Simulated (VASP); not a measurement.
# C in VASP: single point with PBE+D3(BJ)

Aim: the single point of C with PBE+D3(BJ).

Everything below comes from runs of VASP 6.6.1. Logs are shortened: lines on timing, memory, paths and dates and some standing lists are left out, and cuts for length are marked.

## 1. The cell of the first run

The cell holds a slab with vacuum, 25 atoms: a = 4.930 Å, b = 4.930 Å, c = 25.699 Å, α = 90.00°, β = 90.00°, γ = 120.00°.

## 2. Single point, PBE+D3(BJ), collinear spin

INCAR

```
SYSTEM = C
PREC = Accurate
ENCUT = 520
EDIFF = 1E-6
ISMEAR = 0
SIGMA = 0.05
LREAL = Auto
LASPH = .TRUE.
NELM = 150
ALGO = Normal
ISIF = 2
LWAVE = .FALSE.
LCHARG = .TRUE.
ISPIN = 2
MAGMOM = 0 0 0 0 0 0 0 0 0 0 0 0 0 0 0 0 0 0 0 0 0 0 0 0 2
LORBIT = 11
LDIPOL = .TRUE.
IDIPOL = 3
DIPOL = 0.5 0.5 0.470
GGA = PE
IVDW = 12
LELF = .TRUE.
LVHAR = .TRUE.
LVACPOTAV = .TRUE.
NBANDS = 72
```

KPOINTS

```
Automatic mesh
0
G
  6 6 1
  0 0 0
```

POSCAR

```
C
1.0
    4.9300990165      0.0000000000      0.0000000000
   -2.4650495082      4.2695909914      0.0000000000
    0.0000000000      0.0000000000     25.6987123400
C
25
Direct
    0.8333333333      0.6666666667      0.3307558716
    0.8333333333      0.1666666667      0.3307558716
    0.3333333333      0.6666666667      0.3307558716
    0.3333333333      0.1666666667      0.3307558716
    0.6666666667      0.3333333333      0.3308185210
    0.6666666667      0.8333333333      0.3308185210
    0.1666666667      0.3333333333      0.3308185210
    0.1666666667      0.8333333333      0.3308185210
    0.1666666667      0.8333333333      0.4618444729
    0.1666909315      0.3333454658      0.4618279438
    0.6666545342      0.8333090685      0.4618279438
    0.6666545342      0.3333454658      0.4618279438
    0.0000002050      0.5000004099      0.4618743664
    0.0000002050     -0.0000002050      0.4618743664
    0.5000000000      0.5000000000      0.4618454183
    0.4999995901     -0.0000002050      0.4618743664
    0.4944504815     -0.0027747592      0.5936341076
    0.5000000000      0.5000000000      0.5933070037
    0.0027747592     -0.0027747592      0.5936341076
    0.0027747592      0.5055495185      0.5936341076
    0.3337692664      0.6662307336      0.5938843761
    0.3337692664      0.1675385327      0.5938843761
    0.8324614673      0.6662307336      0.5938843761
    0.8333333333      0.1666666667      0.5956284960
    0.8333333333      0.1666666667      0.6550083603
```

Potentials or basis: VASP PAW PBE potentials, release 64 (C).

Launch:

```
$ cat potpaw_PBE.64/C/POTCAR > POTCAR
$ mpirun -np 1 vasp_std > vasp.out
```

OUTCAR:

```text
SYSTEM = C
   PREC = Accurate
   ENCUT = 520
   EDIFF = 1E-6
   ISMEAR = 0
   LREAL = Auto
   LASPH = .TRUE.
   NELM = 150
   ISIF = 2
   ISPIN = 2
   LORBIT = 11
   GGA = PE
   IVDW = 12
 IVDW          = 12

 ion  position               nearest neighbor table
   1  0.833  0.667  0.331-   6 1.42   5 1.42   8 1.42
   2  0.833  0.167  0.331-   5 1.42   6 1.42   7 1.42
   3  0.333  0.667  0.331-   8 1.42   7 1.42   6 1.42
   4  0.333  0.167  0.331-   7 1.42   8 1.42   5 1.42
   5  0.667  0.333  0.331-   2 1.42   1 1.42   4 1.42
   6  0.667  0.833  0.331-   1 1.42   2 1.42   3 1.42
[... 15 lines left out ...]
  22  0.334  0.168  0.594-  17 1.41  19 1.41  18 1.42
  23  0.832  0.666  0.594-  20 1.41  19 1.41  18 1.42
  24  0.833  0.167  0.596-  20 1.45  19 1.45  17 1.45  25 1.53
  25  0.833  0.167  0.655-  24 1.53

  LATTYP: Found a hexagonal cell.
 ALAT       =     4.9300990165
 C/A-ratio  =     5.2126158631

  Lattice vectors:

 A1 = (   4.9300990165,   0.0000000000,   0.0000000000)
 A2 = (  -2.4650495082,   4.2695909914,   0.0000000000)
 A3 = (   0.0000000000,   0.0000000000,  25.6987123400)

Analysis of symmetry for initial positions (statically):
=====================================================================
 Subroutine PRICEL returns:
 Original cell was already a primitive cell.

 Routine SETGRP: Setting up the symmetry group for a
 hexagonal supercell.

 Subroutine GETGRP returns: Found  6 space group operations
 (whereof  2 operations were pure point group operations)
 out of a pool of 24 trial point group operations.

The static configuration has the point symmetry C_1h.
 The point group associated with its full space group is C_3v.

Analysis of symmetry for dynamics (positions and initial velocities):
=====================================================================
 Subroutine PRICEL returns:
 Original cell was already a primitive cell.

 Routine SETGRP: Setting up the symmetry group for a
 hexagonal supercell.

 Subroutine GETGRP returns: Found  6 space group operations
 (whereof  2 operations were pure point group operations)
 out of a pool of 24 trial point group operations.

The dynamic configuration has the point symmetry C_1h.
 The point group associated with its full space group is C_3v.

Analysis of structural, dynamic, and magnetic symmetry:
=====================================================================
 Subroutine PRICEL returns:
 Original cell was already a primitive cell.

 Routine SETGRP: Setting up the symmetry group for a
 hexagonal supercell.

 Subroutine GETGRP returns: Found  6 space group operations
 (whereof  2 operations were pure point group operations)
 out of a pool of 24 trial point group operations.

The overall configuration has the point symmetry C_1h.
 The point group associated with its full space group is C_3v.

 Subroutine INISYM returns: Found  6 space group operations
 (whereof  2 operations are pure point group operations),
 and found     1 'primitive' translations

----------------------------------------------------------------------------------------

                                     Primitive cell

  volume of cell :     540.9452

  direct lattice vectors                    reciprocal lattice vectors
     4.930099016  0.000000000  0.000000000     0.202835683  0.117107236  0.000000000
    -2.465049508  4.269590991  0.000000000     0.000000000  0.234214472  0.000000000
     0.000000000  0.000000000 25.698712340     0.000000000  0.000000000  0.038912455

  length of vectors
     4.930099016  4.930099016 25.698712340     0.234214472  0.234214472  0.038912455

  position of ions in fractional coordinates (direct lattice)
     0.833333333  0.666666667  0.330755872
     0.833333333  0.166666667  0.330755872
     0.333333333  0.666666667  0.330755872
     0.333333333  0.166666667  0.330755872
     0.666666667  0.333333333  0.330818521
     0.666666667  0.833333333  0.330818521
[... 85 lines left out ...]
   total plane-waves  NPLWV = 307200
   dimension x,y,z NGX =    40 NGY =   40 NGZ =  192
   dimension x,y,z NGXF=    80 NGYF=   80 NGZF=  384
   ions per type =              25
   NGX,Y,Z   is equivalent  to a cutoff of  13.49, 13.49, 12.42 a.u.
   NGXF,Y,Z  is equivalent  to a cutoff of  26.98, 26.98, 24.84 a.u.
 SYSTEM =  C
   PREC   = accura    normal or accurate (medium, high low for compatibility)
   ISTART =      0    job   : 0-new  1-cont  2-samecut
   ICHARG =      2    charge: 1-file 2-atom 10-const
   ISPIN  =      2    spin polarized calculation?
   LNONCOLLINEAR =      F non collinear calculations
   LSORBIT =      F    spin-orbit coupling
   LASPH  =      T    aspherical Exc in radial PAW
   ENCUT  =  520.0 eV  38.22 Ry    6.18 a.u.   9.17  9.17 47.78*2*pi/ulx,y,z
   NELM   =    150;   NELMIN=  2; NELMDL= -5     # of ELM steps
   EDIFF  = 0.1E-05   stopping-criterion for ELM
   LREAL  =      T    real-space projection
   EDIFFG = 0.1E-04   stopping-criterion for IOM
   NSW    =      0    number of steps for IOM
   IBRION =     -1    ionic relax: 0-MD 1-quasi-New 2-CG
   NFREE  =      0    steps in history (QN), initial steepest desc. (CG)
   ISIF   =      2    stress and relaxation
   ISYM   =      2    0-nonsym 1-usesym 2-fastsym
   POTIM  = 0.5000    time-step for ionic-motion
   TEBEG  =    0.0;   TEEND  =   0.0 temperature during run
   PSTRESS=    0.0 pullay stress
   NELECT =     100.0000    total number of electrons
   NUPDOWN=      -1.0000    fix difference up-down
   EMIN   =  10.00;   EMAX   =-10.00  energy-range for DOS
   EFERMI =   0.00;   METHOD = LEGACY
   ISMEAR =     0;   SIGMA  =   0.05  broadening in eV -4-tet -1-fermi 0-gaus
   EFERMI_NEDOS =   21; number of points for ismear=-14 and -15
   IALGO  =     38    algorithm
   IMIX   =      4    mixing-type and parameters
     AMIX     =   0.40;   BMIX     =  1.00
     AMIX_MAG =   1.60;   BMIX_MAG =  1.00
  volume/ion in A,a.u.               =      21.64       146.02
  Fermi-wavevector in a.u.,A,eV,Ry     =   0.932589  1.762338 11.833296  0.869723
  Thomas-Fermi vector in A             =   2.059203
   LORBIT       =     11    0 simple, 1 ext, 2 COOP (PROOUT), +10 PAW based schemes
   GGA     = PE    functional components
   LHFCALC =     F    Hartree Fock is set to
   AEXX    =    0.0000 exact exchange contribution
   IVDW    =    12    specifies the selected vdW correction
   LEPSILON=     F    determine dielectric tensor
   LRPA    =     F    only Hartree local field effects (RPA)
 spin polarized calculation
 Gauss-broadening in eV      SIGMA  =   0.05
  energy-cutoff  :      520.00
  volume of cell :      540.95
 maximum number of plane-waves:     14595
 NGX is ok and might be reduce to    40
   NGX = 19   NGY = 19   NGZ = 95

 dipolmoment           0.000000      0.000000     -0.414653 electrons x Angstroem

 number of electron     100.0000000 magnetization       0.2553495

 dipolmoment           0.000000      0.000000      0.187617 electrons x Angstroem

 Free energy of the ion-electron system (eV)
  ---------------------------------------------------
  ext. energy  EPLUGINS =         0.00000000
  ---------------------------------------------------
  free energy    TOTEN  =      -223.46698491 eV

  energy without entropy =     -223.46035213  energy(sigma->0) =     -223.46366852

 E-fermi :  -1.0668     XC(G=0):  -4.6323

 val. band max:       -1.0696748834   @ k =   0.3333   0.3333   0.0000
 cond. band min:      -1.0638864081   @ k =   0.3333  -0.0000   0.0000
 fundamental gap:      0.0057884753
 Fermi energy:        -1.0668275821

 spin component 1

 k-point     1 :       0.0000    0.0000    0.0000
  band No.  band energies     occupation
      1     -21.3035      1.00000
      2     -20.6718      1.00000
      3     -20.5249      1.00000
      4     -16.8972      1.00000
      5     -15.7220      1.00000
      6     -15.7220      1.00000
[... 444 lines left out ...]
     61       5.1793      0.00000
     62       5.2342      0.00000
 Fermi energy:        -1.0668275821

 spin component 2

 k-point     1 :       0.0000    0.0000    0.0000
  band No.  band energies     occupation
      1     -21.2845      1.00000
      2     -20.6698      1.00000
      3     -20.5234      1.00000
      4     -16.8541      1.00000
      5     -15.7114      1.00000
      6     -15.7114      1.00000
[... 444 lines left out ...]
     61       5.1813      0.00000
     62       5.2443      0.00000
 [bands above 62 left out]

------------------------ aborting loop because EDIFF is reached ----------------------------------------

 Edisp (eV)   -3.23783

 E8    (eV) :    -0.9503

  FORCE on cell =-STRESS in cart. coord.  units (eV):
  Direction    XX          YY          ZZ          XY          YZ          ZX
  --------------------------------------------------------------------------------------
  -------------------------------------------------------------------------------------
  Total       5.44507     5.44507     0.00546     0.00000     0.00000    -0.00000
  in kB      16.12728    16.12728     0.01618     0.00000     0.00000    -0.00000
  external pressure =       10.76 kB  Pullay stress =        0.00 kB

 VOLUME and BASIS-vectors are now :
 -----------------------------------------------------------------------------
  energy-cutoff  :      520.00
  volume of cell :      540.95
      direct lattice vectors                 reciprocal lattice vectors
     4.930099016  0.000000000  0.000000000     0.202835683  0.117107236  0.000000000
    -2.465049508  4.269590991  0.000000000     0.000000000  0.234214472  0.000000000
     0.000000000  0.000000000 25.698712340     0.000000000  0.000000000  0.038912455

 POSITION                                       TOTAL-FORCE (eV/Angst)
 -----------------------------------------------------------------------------------
      2.46505      2.84639      8.50000        -0.000159     -0.000092      0.014897
      3.69757      0.71160      8.50000        -0.000000     -0.000000      0.015131
     -0.00000      2.84639      8.50000         0.000159     -0.000092      0.014897
      1.23252      0.71160      8.50000         0.000000      0.000184      0.014897
      2.46505      1.42320      8.50161        -0.000131      0.000076     -0.020400
      1.23252      3.55799      8.50161        -0.000000     -0.000152     -0.020400
[... 17 lines left out ...]
      3.69757      0.71160     15.30689        -0.000000     -0.000000     -0.038637
      3.69757      0.71160     16.83287        -0.000000     -0.000000      0.053274
 -----------------------------------------------------------------------------------
    total drift:                                0.000002     -0.000001      0.004835

  FREE ENERGIE OF THE ION-ELECTRON SYSTEM (eV)
  ---------------------------------------------------
  free  energy   TOTEN  =      -226.7048163527 eV

  energy  without entropy=     -226.6981835707  energy(sigma->0) =     -226.70149996

 vacuum level on the upper side and lower side of the slab         4.819         3.206

 total charge

# of ion       s       p       d       tot
------------------------------------------
    1        0.863   1.789   0.000   2.652
    2        0.863   1.789   0.000   2.652
    3        0.863   1.789   0.000   2.652
    4        0.863   1.789   0.000   2.652
    5        0.863   1.787   0.000   2.650
    6        0.863   1.787   0.000   2.650
[... 17 lines left out ...]
   24        0.855   1.853   0.000   2.708
   25        1.040   1.113   0.000   2.153
--------------------------------------------------
tot         21.756  44.099   0.000  65.855

 magnetization (x)

# of ion       s       p       d       tot
------------------------------------------
    1       -0.000  -0.000   0.000  -0.000
    2       -0.000  -0.000   0.000  -0.000
    3       -0.000  -0.000   0.000  -0.000
    4       -0.000  -0.000   0.000  -0.000
    5        0.000   0.000   0.000   0.000
    6        0.000   0.000   0.000   0.000
[... 17 lines left out ...]
   24       -0.000   0.001   0.000   0.001
   25        0.004   0.092   0.000   0.096
--------------------------------------------------
tot          0.007   0.124   0.000   0.131
```

Run time: 61 min. Hardware: 1 thread of Oxide Virtual Turin-like, shared host; peak memory 0.99 GiB.

What came out:

| Item | Value |
| --- | --- |
| Free energy | -226.7048 eV |
| Largest force | 0.053 eV/Å |
| Net moment | 0.26 μB per cell |
| Site moments | C -0.00, +0.00, +0.01, -0.01, +0.02, +0.10 (each value once) μB |
| Valence electrons inside the program's atomic spheres | C 2.65, 2.64, 2.67, 2.71, 2.15 (each value once) |
| Dispersion energy per atom | -0.130 eV |

Forces in eV/Å, atoms in the order of the input:
```
C    0.000  0.000  0.015
C    0.000  0.000  0.015
C    0.000  0.000  0.015
C    0.000  0.000  0.015
C    0.000  0.000 -0.020
C    0.000  0.000 -0.020
C    0.000  0.000 -0.020
C    0.000  0.000 -0.020
C    0.000  0.000  0.004
C    0.000  0.000  0.005
C    0.000 -0.001  0.005
C    0.000  0.000  0.005
C    0.000  0.001 -0.007
C    0.001 -0.001 -0.007
C    0.000  0.000 -0.002
C   -0.001 -0.001 -0.007
C   -0.002 -0.001  0.002
C    0.000  0.000  0.004
C    0.002 -0.001  0.002
C    0.000  0.002  0.002
C   -0.003  0.002  0.000
C    0.000 -0.003  0.000
C    0.003  0.002  0.000
C    0.000  0.000 -0.039
C    0.000  0.000  0.053
```

Levels at points of the mesh, in eV from the Fermi level:
Spin up:
```tsv
k point	band 46	band 47	band 48	band 49	band 50	band 51	band 52	band 53	band 54	band 55
(0.00, 0.00, 0.00)	-2.54	-2.23	-2.20	-2.20	-0.43	-0.43	0.21	1.51	1.54	1.54
(0.50, 0.00, 0.00)	-3.02	-2.94	-2.36	-2.35	0.08	0.65	1.32	2.62	2.65	2.91
```
Spin down:
| k point | band 48 | band 49 | band 50 | band 51 | band 52 | band 53 |
| --- | --- | --- | --- | --- | --- | --- |
| (0.00, 0.00, 0.00) | -2.20 | -2.20 | -0.24 | -0.24 | 0.19 | 1.52 |
| (0.50, 0.00, 0.00) | -2.35 | -2.35 | 0.26 | 0.88 | 1.42 | 2.63 |
